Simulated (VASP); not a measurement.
BeTe, 2 atoms in the cell. It takes space group F-43m (No. 216, cubic). Conventional cell: a = 5.657 Å, b = 5.657 Å, c = 5.657 Å, α = 90.00°, β = 90.00°, γ = 90.00°. Be (site symmetry -43m) has 4 Te at 2.45 Å within 3.2 Å. Te (site symmetry -43m) has 4 Be at 2.45 Å within 3.2 Å. 

| Quantity | Value |
| --- | --- |
| Program | VASP 6.6.1 |
| Task | single point |
| Functional | r2SCAN |
| Potentials or basis | VASP PAW PBE potentials, release 64 (Be, Te) |
| Cutoff | 520 eV |
| k mesh | 4 × 4 × 4 |
| Occupations | gaussian, width 0.01 eV |
| Spin | no spin polarisation |
| Dipole correction | no |
| Further INCAR settings | ALGO = Normal; EDIFF = 1e-06; NBANDS = 11 |

Potentials or basis: VASP PAW PBE potentials, release 64 (Be, Te).

Run with:

```bash
$ cat potpaw_PBE.64/Be/POTCAR potpaw_PBE.64/Te/POTCAR > POTCAR
$ cp INCAR.step1 INCAR
$ mpirun -np 1 vasp_std > vasp.out
$ cp INCAR.step2 INCAR
$ mpirun -np 1 vasp_std > vasp.out
```

Hardware: 1 thread of AMD EPYC 7R13 (shared host).

Q: How long does it take, and how much memory?

A: Wall time 40 s on 1 thread of AMD EPYC 7R13 (shared host), peak memory 0.14 GiB. Counts: k points 8.
